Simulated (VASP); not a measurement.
# Ga (I4/mmm) in VASP: single point with PBEsol

Aim: the single point of Ga with PBEsol.

All numbers are computed with VASP 6.6.1; they aren't measurements. Logs are shortened: lines on timing, memory, paths and dates and some standing lists are left out, and cuts for length are marked.

## (1) The cell of the first run

Symmetry: I4/mmm, No. 139, tetragonal system. The conventional cell has a = 3.795 Å, b = 3.795 Å, c = 8.748 Å, α = 90.00°, β = 90.00°, γ = 90.00°. Within 3.8 Å of Ga (site symmetry 4/mmm) lie 12 Ga at 2.90 to 3.79 Å. Within 3.5 Å of Ga (site symmetry -4m2) lie 8 Ga at 2.68 to 2.90 Å.

## (2) Single point, PBEsol

INCAR reads:

```
ALGO = Normal
EDIFF = 1E-6
ENCUT = 520
GGA = PS
ISIF = 2
ISMEAR = -1
LASPH = True
LCHARG = False
LREAL = False
LWAVE = False
NBANDS = 26
NELM = 80
PREC = Accurate
SIGMA = 0.1
```

KPOINTS reads:

```
k-points
0
Gamma
  9 9 9
```

POSCAR reads:

```
Ga
1.0
   -1.8975000000      1.8975000000      4.3740000000
    1.8975000000     -1.8975000000      4.3740000000
    1.8975000000      1.8975000000     -4.3740000000
Ga
3
Direct
    0.5000000000      0.5000000000      0.0000000000
    0.7500000000      0.2500000000      0.5000000000
    0.2500000000      0.7500000000      0.5000000000
```

Potentials or basis: VASP PAW PBE potentials, release 64 (Ga_d).

Command:

```bash
$ cat potpaw_PBE.64/Ga_d/POTCAR > POTCAR
$ mpirun -np 1 vasp_std > vasp.out
```

OUTCAR:

```text
EDIFF = 1E-6
   ENCUT = 520
   GGA = PS
   ISIF = 2
   ISMEAR = -1
   LASPH = True
   LREAL = False
   NELM = 80
   PREC = Accurate

 ion  position               nearest neighbor table
   1  0.500  0.500  0.000-   3 2.90   2 2.90   2 2.90   3 2.90   2 2.90   3 2.90   3 2.90   2 2.90

   2  0.750  0.250  0.500-   3 2.68   3 2.68   3 2.68   3 2.68   1 2.90   1 2.90   1 2.90   1 2.90

   3  0.250  0.750  0.500-   2 2.68   2 2.68   2 2.68   2 2.68   1 2.90   1 2.90   1 2.90   1 2.90

  LATTYP: Found a body centered tetragonal cell.
 ALAT       =     3.7950000000
 C/A-ratio  =     2.3051383399

  Lattice vectors:

 A1 = (  -1.8975000000,   1.8975000000,   4.3740000000)
 A2 = (   1.8975000000,  -1.8975000000,   4.3740000000)
 A3 = (   1.8975000000,   1.8975000000,  -4.3740000000)

Analysis of symmetry for initial positions (statically):
=====================================================================
 Subroutine PRICEL returns:
 Original cell was already a primitive cell.

 Routine SETGRP: Setting up the symmetry group for a
 body centered tetragonal supercell.

 Subroutine GETGRP returns: Found 16 space group operations
 (whereof 16 operations were pure point group operations)
 out of a pool of 16 trial point group operations.

The static configuration has the point symmetry D_4h.

Analysis of symmetry for dynamics (positions and initial velocities):
=====================================================================
 Subroutine PRICEL returns:
 Original cell was already a primitive cell.

 Routine SETGRP: Setting up the symmetry group for a
 body centered tetragonal supercell.

 Subroutine GETGRP returns: Found 16 space group operations
 (whereof 16 operations were pure point group operations)
 out of a pool of 16 trial point group operations.

The dynamic configuration has the point symmetry D_4h.

 Subroutine INISYM returns: Found 16 space group operations
 (whereof 16 operations are pure point group operations),
 and found     1 'primitive' translations

----------------------------------------------------------------------------------------

                                     Primitive cell

  volume of cell :      62.9945

  direct lattice vectors                    reciprocal lattice vectors
    -1.897500000  1.897500000  4.374000000     0.000000000  0.263504611  0.114311843
     1.897500000 -1.897500000  4.374000000     0.263504611  0.000000000  0.114311843
     1.897500000  1.897500000 -4.374000000     0.263504611  0.263504611  0.000000000

  length of vectors
     5.131558097  5.131558097  5.131558097     0.287231401  0.287231401  0.372651795

  position of ions in fractional coordinates (direct lattice)
     0.500000000  0.500000000  0.000000000
     0.750000000  0.250000000  0.500000000
     0.250000000  0.750000000  0.500000000

  ion indices of the primitive-cell ions
   primitive index   ion index
                 1           1
                 2           2
                 3           3

----------------------------------------------------------------------------------------

 KPOINTS: k-points

Automatic generation of k-mesh.
 Grid dimensions read from file:
 generate k-points for:    9    9    9

 Generating k-lattice:

  Cartesian coordinates                     Fractional coordinates (reciprocal lattice)
     0.000000000  0.029278290  0.012701316     0.111111111  0.000000000  0.000000000
     0.029278290  0.000000000  0.012701316     0.000000000  0.111111111  0.000000000
     0.029278290  0.029278290  0.000000000     0.000000000  0.000000000  0.111111111

  Length of vectors
     0.031914600  0.031914600  0.041405755

  Shift w.r.t. Gamma in fractional coordinates (k-lattice)
     0.000000000  0.000000000  0.000000000

 Subroutine IBZKPT returns following result:
 ===========================================

 Found     75 irreducible k-points:

 Following reciprocal coordinates:
            Coordinates               Weight
  0.000000  0.000000  0.000000      1.000000
  0.111111  0.000000  0.000000      8.000000
  0.222222 -0.000000  0.000000      8.000000
  0.333333 -0.000000  0.000000      8.000000
  0.444444 -0.000000  0.000000      8.000000
  0.111111  0.111111  0.000000      8.000000
[... 16 lines left out ...]
 -0.333333  0.333333  0.000000      4.000000
  0.444444  0.444444  0.000000      8.000000
 [... further k-points ...]
   k-points           NKPTS =     75   k-points in BZ     NKDIM =     75   number of bands    NBANDS=     26
   number of dos      NEDOS =    301   number of ions     NIONS =      3
   total plane-waves  NPLWV =  64000
   dimension x,y,z NGX =    40 NGY =   40 NGZ =   40
   dimension x,y,z NGXF=    80 NGYF=   80 NGZF=   80
   ions per type =               3
   NGX,Y,Z   is equivalent  to a cutoff of  12.96, 12.96, 12.96 a.u.
   NGXF,Y,Z  is equivalent  to a cutoff of  25.92, 25.92, 25.92 a.u.
 SYSTEM =  unknown system
   PREC   = accura    normal or accurate (medium, high low for compatibility)
   ISTART =      0    job   : 0-new  1-cont  2-samecut
   ICHARG =      2    charge: 1-file 2-atom 10-const
   ISPIN  =      1    spin polarized calculation?
   LNONCOLLINEAR =      F non collinear calculations
   LSORBIT =      F    spin-orbit coupling
   LASPH  =      T    aspherical Exc in radial PAW
   ENCUT  =  520.0 eV  38.22 Ry    6.18 a.u.   9.54  9.54  9.54*2*pi/ulx,y,z
   NELM   =     80;   NELMIN=  2; NELMDL= -5     # of ELM steps
   EDIFF  = 0.1E-05   stopping-criterion for ELM
   LREAL  =      F    real-space projection
   EDIFFG = 0.1E-04   stopping-criterion for IOM
   NSW    =      0    number of steps for IOM
   IBRION =     -1    ionic relax: 0-MD 1-quasi-New 2-CG
   NFREE  =      0    steps in history (QN), initial steepest desc. (CG)
   ISIF   =      2    stress and relaxation
   ISYM   =      2    0-nonsym 1-usesym 2-fastsym
   POTIM  = 0.5000    time-step for ionic-motion
   TEBEG  =    0.0;   TEEND  =   0.0 temperature during run
   PSTRESS=    0.0 pullay stress
   NELECT =      39.0000    total number of electrons
   NUPDOWN=      -1.0000    fix difference up-down
   EMIN   =  10.00;   EMAX   =-10.00  energy-range for DOS
   EFERMI =   0.00;   METHOD = LEGACY
   ISMEAR =    -1;   SIGMA  =   0.10  broadening in eV -4-tet -1-fermi 0-gaus
   EFERMI_NEDOS =   21; number of points for ismear=-14 and -15
   IALGO  =     38    algorithm
   IMIX   =      4    mixing-type and parameters
     AMIX     =   0.40;   BMIX     =  1.00
     AMIX_MAG =   1.60;   BMIX_MAG =  1.00
  volume/ion in A,a.u.               =      21.00       141.70
  Fermi-wavevector in a.u.,A,eV,Ry     =   1.395283  2.636702 26.488015  1.946814
  Thomas-Fermi vector in A             =   2.518750
   LORBIT       =      0    0 simple, 1 ext, 2 COOP (PROOUT), +10 PAW based schemes
   GGA     = PS    functional components
   LHFCALC =     F    Hartree Fock is set to
   AEXX    =    0.0000 exact exchange contribution
   IVDW    =     0    specifies the selected vdW correction
   LEPSILON=     F    determine dielectric tensor
   LRPA    =     F    only Hartree local field effects (RPA)
 non-spin polarized calculation
  energy-cutoff  :      520.00
  volume of cell :       62.99
 maximum number of plane-waves:      1716
 NGX is ok and might be reduce to    40
   NGX = 19   NGY = 19   NGZ = 19

 number of electron      38.9999983 magnetization

 Free energy of the ion-electron system (eV)
  ---------------------------------------------------
  ext. energy  EPLUGINS =         0.00000000
  ---------------------------------------------------
  free energy    TOTEN  =        -9.67726414 eV

  energy without entropy =       -9.63120923  energy(sigma->0) =       -9.65423668

 E-fermi :   4.2646     XC(G=0): -10.4711

 val. band max:        4.2082239114   @ k =  -0.2222  -0.2222   0.2222
 cond. band min:       4.2925320667   @ k =  -0.4444  -0.4444   0.1111
 fundamental gap:      0.0843081553
 Fermi energy:         4.2646171456

 k-point     1 :       0.0000    0.0000    0.0000
  band No.  band energies     occupation
      1     -10.8515      2.00000
      2     -10.7199      2.00000
      3     -10.7009      2.00000
      4     -10.5726      2.00000
      5     -10.5726      2.00000
      6     -10.5118      2.00000
[... 18 lines left out ...]
     25       8.8681      0.00000
     26      10.4554      0.00000

 k-point     2 :       0.1111    0.0000    0.0000
  band No.  band energies     occupation
      1     -10.8334      2.00000
      2     -10.7092      2.00000
      3     -10.6859      2.00000
      4     -10.5817      2.00000
      5     -10.5785      2.00000
      6     -10.5061      2.00000
[... 18 lines left out ...]
     25       9.5674      0.00000
     26      11.4565      0.00000

 k-point     3 :       0.2222   -0.0000    0.0000
  band No.  band energies     occupation
      1     -10.7805      2.00000
      2     -10.6804      2.00000
      3     -10.6463      2.00000
      4     -10.5895      2.00000
      5     -10.5860      2.00000
      6     -10.4952      2.00000
[... 18 lines left out ...]
     25      11.3944      0.00000
     26      11.5317      0.00000

 k-point     4 :       0.3333   -0.0000    0.0000
  band No.  band energies     occupation
      1     -10.6982      2.00000
      2     -10.6487      2.00000
      3     -10.5977      2.00000
      4     -10.5930      2.00000
      5     -10.5624      2.00000
      6     -10.4892      2.00000
[... 18 lines left out ...]
     25      10.6294      0.00000
     26      11.5796      0.00000
[... 496 lines left out ...]
      1     -10.7081      2.00000
      2     -10.6646      2.00000
      3     -10.6573      2.00000
      4     -10.6033      2.00000
      5     -10.5323      2.00000
      6     -10.5184      2.00000
[... 18 lines left out ...]
     25      11.7462      0.00000
     26      14.5314      0.00000

 k-point    23 :      -0.3333    0.3333    0.0000
  band No.  band energies     occupation
      1     -10.7337      2.00000
      2     -10.6589      2.00000
      3     -10.5920      2.00000
      4     -10.5778      2.00000
      5     -10.5441      2.00000
      6     -10.5255      2.00000
[... 18 lines left out ...]
     25      12.4608      0.00000
     26      14.1693      0.00000

 k-point    24 :       0.4444    0.4444    0.0000
  band No.  band energies     occupation
      1     -10.7136      2.00000
      2     -10.6968      2.00000
      3     -10.6766      2.00000
      4     -10.6225      2.00000
      5     -10.5265      2.00000
      6     -10.5205      2.00000
[... 18 lines left out ...]
     25      10.1341      0.00000
     26      14.6099      0.00000

 [... further k-points ...]

------------------------ aborting loop because EDIFF is reached ----------------------------------------

  FORCE on cell =-STRESS in cart. coord.  units (eV):
  Direction    XX          YY          ZZ          XY          YZ          ZX
  --------------------------------------------------------------------------------------
  -------------------------------------------------------------------------------------
  Total       -0.6655239     -0.6655239     -2.0810391      0.0000000     -0.0000000     -0.0000000
  in kB      -16.9266856    -16.9266856    -52.9283661      0.0000000     -0.0000000     -0.0000000
  external PRESSURE =     -28.9272458 kB  Pullay stress =       0.0000000 kB

 VOLUME and BASIS-vectors are now :
 -----------------------------------------------------------------------------
  energy-cutoff  :      520.00
  volume of cell :       62.99
      direct lattice vectors                 reciprocal lattice vectors
    -1.897500000  1.897500000  4.374000000     0.000000000  0.263504611  0.114311843
     1.897500000 -1.897500000  4.374000000     0.263504611  0.000000000  0.114311843
     1.897500000  1.897500000 -4.374000000     0.263504611  0.263504611  0.000000000

 POSITION                                       TOTAL-FORCE (eV/Angst)
 -----------------------------------------------------------------------------------
      0.00000      0.00000      4.37400        -0.000000     -0.000000      0.000000
      0.00000      1.89750      2.18700         0.000000      0.000000      0.000000
      1.89750      0.00000      2.18700         0.000000      0.000000     -0.000000
 -----------------------------------------------------------------------------------
    total drift:                               -0.000000     -0.000000      0.000000

  FREE ENERGIE OF THE ION-ELECTRON SYSTEM (eV)
  ---------------------------------------------------
  free  energy   TOTEN  =        -9.6772641416 eV

  energy  without entropy=       -9.6312092279  energy(sigma->0) =       -9.65423668
```

Run time: 3.7 min. Hardware: 1 thread of Intel Xeon 8259CL, shared host; peak memory 0.29 GiB.

What came out:

* Free energy: -9.6773 eV
* Pressure: -2.9 GPa
* Band gap on the k mesh: zero (an odd number of electrons rules out a gap without spin polarisation)

Stress tensor (GPa, compression positive):
```
-1.69  0.00  0.00
 0.00 -1.69  0.00
 0.00  0.00 -5.29
```

Levels at points of the mesh, in eV from the Fermi level:
```
           k point  band 15  band 16  band 17  band 18  band 19  band 20  band 21  band 22  band 23  band 24
(0.00, 0.00, 0.00)   -14.41   -10.58    -2.46    -2.35     0.51     0.51     0.80     3.23     3.23     3.86
```

Caveat: the PAW data sets were made with another functional, which shifts forces and pressure a little.
